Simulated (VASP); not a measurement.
Wanted: the native input for a VASP 6.6.1 run.

```
Task                   : single point
Functional             : PBE
Potentials or basis    : VASP PAW PBE potentials, release 64 (Si, W_sv)
Cutoff                 : 520 eV
k mesh                 : 18 × 18 × 18
Occupations            : gaussian, width 0.1 eV
Spin                   : no spin polarisation
Dipole correction      : no
Further INCAR settings : ALGO = Normal; EDIFF = 1e-06; NBANDS = 18
```

The structure of Si2W lies in POSCAR:

```
Si2W
1.0
   -1.6481739673      1.6481739673      4.0010733229
    1.6481739673     -1.6481739673      4.0010733229
    1.6481739673      1.6481739673     -4.0010733229
Si W
2 1
Direct
    0.3356159715      0.3356159715      0.0000000000
    0.6643840285      0.6643840285      0.0000000000
    0.0000000000      0.0000000000      0.0000000000
```

One way to write it, as run:

INCAR

```
SYSTEM = Si2W
ALGO     = Normal         ! electronic algorithm
EDIFF    = 1E-6           ! SCF threshold, eV
ENCUT    = 520            ! plane-wave cutoff, eV
GGA      = PE             ! functional
ISIF     = 2              ! what is computed and relaxed
ISMEAR   = 0              ! smearing method
LASPH    = .True.         ! aspherical terms in the spheres
LCHARG   = .False.        ! write CHGCAR
LREAL    = .False.        ! projectors in reciprocal space
LWAVE    = .False.        ! write WAVECAR
NBANDS   = 18             ! bands
NELM     = 100            ! most SCF steps
PREC     = Accurate       ! precision mode
SIGMA    = 0.1            ! smearing width, eV
```

KPOINTS

```
k-points
0
Gamma
  18 18 18
  0 0 0
```

Potentials or basis: VASP PAW PBE potentials, release 64 (Si, W_sv).

Command:

```bash
$ cat potpaw_PBE.64/Si/POTCAR potpaw_PBE.64/W_sv/POTCAR > POTCAR
$ mpirun -np 1 vasp_std > vasp.out
```

It gave:

```yaml
Pressure: -11.1 GPa
Largest_force: 0.005 eV/Å
Band_gap_on_the_k_mesh: zero (bands 11 and 12 overlap by 1.11 eV)
```

Caveat: the cell stands under tension; spin-orbit coupling is left out, which moves the levels of the heavy elements.

Wall time 4.9 min on 1 thread of AMD EPYC 9R45 (Zen 5), with other jobs on the host, peak memory 0.44 GiB.
